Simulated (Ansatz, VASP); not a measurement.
**One calculation of Mg3GeN, two programs**

INCAR

```
ALGO     = Normal         # electronic algorithm
EDIFF    = 1E-6           # SCF threshold, eV
ENCUT    = 520            # plane-wave cutoff, eV
GGA      = PE             # functional
ISIF     = 2              # what is computed and relaxed
ISMEAR   = 0              # smearing method
LASPH    = True           # aspherical terms in the spheres
LCHARG   = False          # write CHGCAR
LREAL    = False          # projectors in reciprocal space
LWAVE    = False          # write WAVECAR
NBANDS   = 20             # bands
NELM     = 60             # most SCF steps
PREC     = Accurate       # precision mode
SIGMA    = 0.1            # smearing width, eV
```

The input KPOINTS:

```
k-points
0
Gamma
  10 10 10
```

Contents of POSCAR:

```
Mg3GeN
1.0
    4.1440723636      0.0000000000      0.0000000000
    0.0000000000      4.1440723636      0.0000000000
    0.0000000000      0.0000000000      4.1440723636
Mg Ge N
3 1 1
Direct
    0.5000000000      0.0000000000      0.0000000000
    0.0000000000      0.5000000000      0.0000000000
    0.0000000000      0.0000000000      0.5000000000
    0.5000000000      0.5000000000      0.5000000000
    0.0000000000      0.0000000000      0.0000000000
```

Input for Ansatz:

```yaml
crystal:
  lattice:
    - [4.1440723636, 0.0, 0.0]
    - [0.0, 4.1440723636, 0.0]
    - [0.0, 0.0, 4.1440723636]
  atoms:
    - { symbol: Mg, position: [0.5, 0.0, 0.0] }
    - { symbol: Mg, position: [0.0, 0.5, 0.0] }
    - { symbol: Mg, position: [0.0, 0.0, 0.5] }
    - { symbol: Ge, position: [0.5, 0.5, 0.5] }
    - { symbol: "N", position: [0.0, 0.0, 0.0] }
basis:
  ecutwfc: 420
kpoints:
  mp_grid: { grid: [10, 10, 10] }
hamiltonian:
  xc: pbe
scf:
  occupations: { method: gaussian, width: 0.1 }
output:
  forces: true
  stress: true
  eigenvalues: true
```

Alike in both runs: task single point; functional PBE; k mesh 10 × 10 × 10; occupations gaussian, width 0.1 eV; no spin polarisation.

|  | VASP | Ansatz |
| --- | --- | --- |
| version | VASP 6.6.1 | Ansatz 0.2.0 |
| potentials or method | VASP PAW PBE potentials, release 64 (Mg, Ge_d, N), cutoff 520 eV | scalar-relativistic, plane waves, PAW |
| valence electrons in the cell | 25 | 49 |

```csv
,VASP,Ansatz,Ansatz less VASP
gap on the k mesh at the Fermi level (eV),none,none,-
pressure (GPa),8.7,9.0,+0.26
```

A gap of «none» marks a metal or a gap that the smearing closes. VASP's potentials hold 25 valence electrons a cell and Ansatz's 49, so a difference there can come from the potentials and not from the codes.
